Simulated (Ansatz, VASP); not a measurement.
One calculation of InSb, two programs

Contents of INCAR:

```
SYSTEM = InSb
  PREC = Accurate
  ENCUT = 520
  EDIFF = 1E-6
  ISMEAR = 0
  SIGMA = 0.15
  LREAL = .FALSE.
  LASPH = .TRUE.
  NELM = 80
  ALGO = Normal
  ISIF = 2
  LWAVE = .FALSE.
  LCHARG = .TRUE.
  GGA = PS
  LELF = .TRUE.
  LVHAR = .TRUE.
  NBANDS = 16
```

Contents of KPOINTS:

```
Automatic mesh
0
G
  14 14 14
  0 0 0
```

POSCAR

```
InSb
1.0
    0.0000000000      3.1341099945      2.9495109158
    3.1341099945      0.0000000000      2.9495109158
    3.1341099945      3.1341099945      0.0000000000
In Sb
1 1
Direct
    0.0000000000      0.0000000000      0.0000000000
    0.5000000000      0.5000000000      0.5000000000
```

Input for Ansatz:

```yaml
crystal:
  lattice:
    - [0.0, 3.1341099945, 2.9495109158]
    - [3.1341099945, 0.0, 2.9495109158]
    - [3.1341099945, 3.1341099945, 0.0]
  atoms:
    - { symbol: In, position: [0.0, 0.0, 0.0] }
    - { symbol: Sb, position: [0.5, 0.5, 0.5] }
basis:
  ecutwfc: 420
kpoints:
  mp_grid: { grid: [14, 14, 14] }
hamiltonian:
  xc: pbesol
  pseudopotentials: { kind: paw, azcp: { folder: soft_1 } }
scf:
  occupations: { method: gaussian, width: 0.15 }
output:
  forces: true
  stress: true
  eigenvalues: true
```

Alike in both runs: task single point; functional PBEsol; k mesh 14 × 14 × 14; occupations gaussian, width 0.15 eV; no spin polarisation.

|  | VASP | Ansatz |
| --- | --- | --- |
| version | VASP 6.6.1 | Ansatz 0.2.0 |
| potentials or method | VASP PAW PBE potentials, release 64 (In_d, Sb), cutoff 520 eV | scalar-relativistic, plane waves, PAW |
| valence electrons in the cell | 18 | 28 |

|  | VASP | Ansatz | Ansatz less VASP |
| --- | --- | --- | --- |
| gap on the k mesh at the Fermi level (eV) | none | none | - |
| pressure (GPa) | -2.2 | -2.2 | 0.00 |
| traceless stress, the component that is largest in VASP (GPa) | 3.37 | 3.37 | 0.000 |

VASP's potentials were made for PBE, not for PBEsol, and Ansatz warns of the same on its side. A gap of «none» marks a metal or a gap that the smearing closes. VASP's potentials hold 18 valence electrons a cell and Ansatz's 28, so a difference there can come from the potentials and not from the codes.

Neither program's run includes spin-orbit coupling.
